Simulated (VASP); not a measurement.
# As (P6/mmm) in VASP: single point with PBE

Aim: the single point of As with PBE.

All numbers are computed with VASP 6.6.1; they aren't measurements. Logs are shortened: lines on timing, memory, paths and dates and some standing lists are left out, and cuts for length are marked.

### 1 The cell of the first run

The structure is hexagonal, space group P6/mmm (No. 191). The conventional cell has a = 2.816 Å, b = 2.816 Å, c = 2.653 Å, α = 90.00°, β = 90.00°, γ = 120.00°. Within 3.5 Å of As (site symmetry 6/mmm) lie 8 As at 2.65 to 2.82 Å.

### 2 Single point, PBE

File INCAR:

```
SYSTEM = As
PREC     = Accurate       ! precision mode
ENCUT    = 520            ! plane-wave cutoff, eV
EDIFF    = 1E-7           ! SCF threshold, eV
ISMEAR   = -1             ! smearing method
SIGMA    = 0.08           ! smearing width, eV
LREAL    = .FALSE.        ! projectors in reciprocal space
LASPH    = .TRUE.         ! aspherical terms in the spheres
NELM     = 60             ! most SCF steps
ALGO     = Normal         ! electronic algorithm
ISIF     = 2              ! what is computed and relaxed
LWAVE    = .FALSE.        ! write WAVECAR
LCHARG   = .TRUE.         ! write CHGCAR
GGA      = PE             ! functional
LELF     = .TRUE.         ! ELF
LVHAR    = .TRUE.       
NBANDS   = 8              ! bands
```

File KPOINTS:

```
regular mesh
0
G
  16 16 15
  0 0 0
```

File POSCAR:

```
As
1.0
    2.8157281170      0.0000000000      0.0000000000
   -1.4078640585      2.4384920794      0.0000000000
    0.0000000000      0.0000000000      2.6530479197
As
1
Direct
    0.0000000000      0.0000000000      0.0000000000
```

Potentials or basis: VASP PAW PBE potentials, release 64 (As).

On the command line:

```console
$ cat potpaw_PBE.64/As/POTCAR > POTCAR
$ mpirun -np 1 vasp_std > vasp.out
```

OUTCAR:

```text
SYSTEM = As
   PREC = Accurate
   ENCUT = 520
   EDIFF = 1E-7
   ISMEAR = -1
   LREAL = .FALSE.
   LASPH = .TRUE.
   NELM = 60
   ISIF = 2
   GGA = PE

 ion  position               nearest neighbor table
   1  0.000  0.000  0.000-

  LATTYP: Found a hexagonal cell.
 ALAT       =     2.8157281170
 C/A-ratio  =     0.9422244654

  Lattice vectors:

 A1 = (   2.8157281170,   0.0000000000,   0.0000000000)
 A2 = (  -1.4078640585,   2.4384920794,   0.0000000000)
 A3 = (   0.0000000000,   0.0000000000,   2.6530479197)

Analysis of symmetry for initial positions (statically):
=====================================================================
 Subroutine PRICEL returns:
 Original cell was already a primitive cell.

 Routine SETGRP: Setting up the symmetry group for a
 hexagonal supercell.

 Subroutine GETGRP returns: Found 24 space group operations
 (whereof 24 operations were pure point group operations)
 out of a pool of 24 trial point group operations.

The static configuration has the point symmetry D_6h.

Analysis of symmetry for dynamics (positions and initial velocities):
=====================================================================
 Subroutine PRICEL returns:
 Original cell was already a primitive cell.

 Routine SETGRP: Setting up the symmetry group for a
 hexagonal supercell.

 Subroutine GETGRP returns: Found 24 space group operations
 (whereof 24 operations were pure point group operations)
 out of a pool of 24 trial point group operations.

The dynamic configuration has the point symmetry D_6h.

 Subroutine INISYM returns: Found 24 space group operations
 (whereof 24 operations are pure point group operations),
 and found     1 'primitive' translations

----------------------------------------------------------------------------------------

                                     Primitive cell

  volume of cell :      18.2162

  direct lattice vectors                    reciprocal lattice vectors
     2.815728117  0.000000000  0.000000000     0.355147926  0.205044750  0.000000000
    -1.407864058  2.438492079  0.000000000     0.000000000  0.410089501  0.000000000
     0.000000000  0.000000000  2.653047920     0.000000000  0.000000000  0.376924967

  length of vectors
     2.815728117  2.815728117  2.653047920     0.410089501  0.410089501  0.376924967

  position of ions in fractional coordinates (direct lattice)
     0.000000000  0.000000000  0.000000000

  ion indices of the primitive-cell ions
   primitive index   ion index
                 1           1

----------------------------------------------------------------------------------------

 KPOINTS: regular mesh

Automatic generation of k-mesh.
 Grid dimensions read from file:
 generate k-points for:   16   16   15

 Generating k-lattice:

  Cartesian coordinates                     Fractional coordinates (reciprocal lattice)
     0.022196745  0.012815297  0.000000000     0.062500000  0.000000000  0.000000000
     0.000000000  0.025630594  0.000000000     0.000000000  0.062500000  0.000000000
     0.000000000  0.000000000  0.025128331     0.000000000  0.000000000  0.066666667

  Length of vectors
     0.025630594  0.025630594  0.025128331

  Shift w.r.t. Gamma in fractional coordinates (k-lattice)
     0.000000000  0.000000000  0.000000000

 Subroutine IBZKPT returns following result:
 ===========================================

 Found    240 irreducible k-points:

 Following reciprocal coordinates:
            Coordinates               Weight
  0.000000  0.000000  0.000000      1.000000
  0.062500  0.000000  0.000000      6.000000
  0.125000  0.000000  0.000000      6.000000
  0.187500 -0.000000  0.000000      6.000000
  0.250000  0.000000  0.000000      6.000000
  0.312500 -0.000000  0.000000      6.000000
[... 16 lines left out ...]
  0.187500  0.187500  0.000000      6.000000
  0.250000  0.187500  0.000000     12.000000
 [... further k-points ...]
   k-points           NKPTS =    240   k-points in BZ     NKDIM =    240   number of bands    NBANDS=      8
   number of dos      NEDOS =    301   number of ions     NIONS =      1
   total plane-waves  NPLWV =  11520
   dimension x,y,z NGX =    24 NGY =   24 NGZ =   20
   dimension x,y,z NGXF=    48 NGYF=   48 NGZF=   40
   ions per type =               1
   NGX,Y,Z   is equivalent  to a cutoff of  14.17, 14.17, 12.53 a.u.
   NGXF,Y,Z  is equivalent  to a cutoff of  28.34, 28.34, 25.06 a.u.
 SYSTEM =  As
   PREC   = accura    normal or accurate (medium, high low for compatibility)
   ISTART =      0    job   : 0-new  1-cont  2-samecut
   ICHARG =      2    charge: 1-file 2-atom 10-const
   ISPIN  =      1    spin polarized calculation?
   LNONCOLLINEAR =      F non collinear calculations
   LSORBIT =      F    spin-orbit coupling
   LASPH  =      T    aspherical Exc in radial PAW
   ENCUT  =  520.0 eV  38.22 Ry    6.18 a.u.   5.24  5.24  4.93*2*pi/ulx,y,z
   NELM   =     60;   NELMIN=  2; NELMDL= -5     # of ELM steps
   EDIFF  = 0.1E-06   stopping-criterion for ELM
   LREAL  =      F    real-space projection
   EDIFFG = 0.1E-05   stopping-criterion for IOM
   NSW    =      0    number of steps for IOM
   IBRION =     -1    ionic relax: 0-MD 1-quasi-New 2-CG
   NFREE  =      0    steps in history (QN), initial steepest desc. (CG)
   ISIF   =      2    stress and relaxation
   ISYM   =      2    0-nonsym 1-usesym 2-fastsym
   POTIM  = 0.5000    time-step for ionic-motion
   TEBEG  =    0.0;   TEEND  =   0.0 temperature during run
   PSTRESS=    0.0 pullay stress
   NELECT =       5.0000    total number of electrons
   NUPDOWN=      -1.0000    fix difference up-down
   EMIN   =  10.00;   EMAX   =-10.00  energy-range for DOS
   EFERMI =   0.00;   METHOD = LEGACY
   ISMEAR =    -1;   SIGMA  =   0.08  broadening in eV -4-tet -1-fermi 0-gaus
   EFERMI_NEDOS =   21; number of points for ismear=-14 and -15
   IALGO  =     38    algorithm
   IMIX   =      4    mixing-type and parameters
     AMIX     =   0.40;   BMIX     =  1.00
     AMIX_MAG =   1.60;   BMIX_MAG =  1.00
  volume/ion in A,a.u.               =      18.22       122.93
  Fermi-wavevector in a.u.,A,eV,Ry     =   1.063929  2.010533 15.401031  1.131944
  Thomas-Fermi vector in A             =   2.199430
   LORBIT       =      0    0 simple, 1 ext, 2 COOP (PROOUT), +10 PAW based schemes
   GGA     = PE    functional components
   LHFCALC =     F    Hartree Fock is set to
   AEXX    =    0.0000 exact exchange contribution
   IVDW    =     0    specifies the selected vdW correction
   LEPSILON=     F    determine dielectric tensor
   LRPA    =     F    only Hartree local field effects (RPA)
 non-spin polarized calculation
  energy-cutoff  :      520.00
  volume of cell :       18.22
 maximum number of plane-waves:       498
 NGX is ok and might be reduce to    24
   NGX = 11   NGY = 11   NGZ =  9

 number of electron       5.0000000 magnetization

 Free energy of the ion-electron system (eV)
  ---------------------------------------------------
  ext. energy  EPLUGINS =         0.00000000
  ---------------------------------------------------
  free energy    TOTEN  =        -4.34861042 eV

  energy without entropy =       -4.33958433  energy(sigma->0) =       -4.34409738

 E-fermi :   7.0370     XC(G=0): -10.8783

 val. band max:        7.0330157348   @ k =   0.2500   0.0000   0.2667
 cond. band min:       7.0719694269   @ k =   0.2500   0.1875   0.2667
 fundamental gap:      0.0389536921
 Fermi energy:         7.0369822474

 k-point     1 :       0.0000    0.0000    0.0000
  band No.  band energies     occupation
      1      -8.6940      2.00000
      2      11.2357      0.00000
      3      12.6655      0.00000
      4      12.6655      0.00000
      5      15.5155      0.00000
      6      19.7347      0.00000
      7      19.7347      0.00000
      8      19.8554      0.00000

 k-point     2 :       0.0625    0.0000    0.0000
  band No.  band energies     occupation
      1      -8.6010      2.00000
      2      11.3198      0.00000
      3      11.7532      0.00000
      4      12.4089      0.00000
      5      15.7775      0.00000
      6      18.8459      0.00000
      7      20.1645      0.00000
      8      20.4579      0.00000

 k-point     3 :       0.1250    0.0000    0.0000
  band No.  band energies     occupation
      1      -8.3231      2.00000
      2       9.8676      0.00000
      3      11.5689      0.00000
      4      11.7895      0.00000
      5      16.0859      0.00000
      6      17.7043      0.00000
      7      21.3035      0.00000
      8      21.8879      0.00000

 k-point     4 :       0.1875   -0.0000    0.0000
  band No.  band energies     occupation
      1      -7.8633      2.00000
      2       7.7335      0.00033
      3      11.0509      0.00000
      4      11.9723      0.00000
      5      15.8817      0.00000
      6      17.3276      0.00000
      7      22.9077      0.00000
      8      23.6080      0.00000

 k-point     5 :       0.2500    0.0000    0.0000
  band No.  band energies     occupation
      1      -7.2289      2.00000
      2       5.6040      2.00000
      3      10.3463      0.00000
      4      12.5082      0.00000
      5      15.1931      0.00000
      6      17.7771      0.00000
      7      24.8224      0.00000
      8      25.2132      0.00000
[... 177 lines left out ...]
 k-point    22 :       0.4375    0.1250    0.0000
  band No.  band energies     occupation
      1      -3.9900      2.00000
      2       0.0359      2.00000
      3       6.5100      1.99725
      4      14.6581      0.00000
      5      16.6688      0.00000
      6      21.4519      0.00000
      7      22.4304      0.00000
      8      23.0264      0.00000

 k-point    23 :       0.1875    0.1875    0.0000
  band No.  band energies     occupation
      1      -6.2596      2.00000
      2       4.2743      2.00000
      3       6.8206      1.87458
      4      13.2808      0.00000
      5      18.3172      0.00000
      6      19.2737      0.00000
      7      21.8535      0.00000
      8      25.3886      0.00000

 k-point    24 :       0.2500    0.1875    0.0000
  band No.  band energies     occupation
      1      -5.4285      2.00000
      2       2.8855      2.00000
      3       5.7636      2.00000
      4      13.8786      0.00000
      5      18.9074      0.00000
      6      19.8429      0.00000
      7      23.0458      0.00000
      8      24.3176      0.00000

 [... further k-points ...]

------------------------ aborting loop because EDIFF is reached ----------------------------------------

  FORCE on cell =-STRESS in cart. coord.  units (eV):
  Direction    XX          YY          ZZ          XY          YZ          ZX
  --------------------------------------------------------------------------------------
  -------------------------------------------------------------------------------------
  Total        1.0825269      1.0825269      1.0906777      0.0000000     -0.0000000      0.0000000
  in kB       95.2120932     95.2120932     95.9289864      0.0000000     -0.0000000      0.0000000
  external PRESSURE =      95.4510576 kB  Pullay stress =       0.0000000 kB

 VOLUME and BASIS-vectors are now :
 -----------------------------------------------------------------------------
  energy-cutoff  :      520.00
  volume of cell :       18.22
      direct lattice vectors                 reciprocal lattice vectors
     2.815728117  0.000000000  0.000000000     0.355147926  0.205044750  0.000000000
    -1.407864058  2.438492079  0.000000000     0.000000000  0.410089501  0.000000000
     0.000000000  0.000000000  2.653047920     0.000000000  0.000000000  0.376924967

 POSITION                                       TOTAL-FORCE (eV/Angst)
 -----------------------------------------------------------------------------------
      0.00000      0.00000      0.00000         0.000000      0.000000      0.000000
 -----------------------------------------------------------------------------------
    total drift:                               -0.000000      0.000000      0.000000

  FREE ENERGIE OF THE ION-ELECTRON SYSTEM (eV)
  ---------------------------------------------------
  free  energy   TOTEN  =        -4.3486104245 eV

  energy  without entropy=       -4.3395843298  energy(sigma->0) =       -4.34409738
```

Run time: 19 s. Hardware: 1 thread of Intel Xeon Platinum 8488C (Sapphire Rapids), shared host; peak memory 0.15 GiB.

What came out:

```yaml
Free_energy: -4.3486 eV
Pressure: 9.5 GPa
```

Levels at points of the mesh, in eV from the Fermi level:
```tsv
k point	band 1	band 2	band 3	band 4	band 5	band 6
(0.00, 0.00, 0.00)	-15.73	4.20	5.63	5.63	8.48	12.70
(0.50, 0.00, 0.00)	-11.23	-7.30	1.91	6.69	7.47	14.20
```
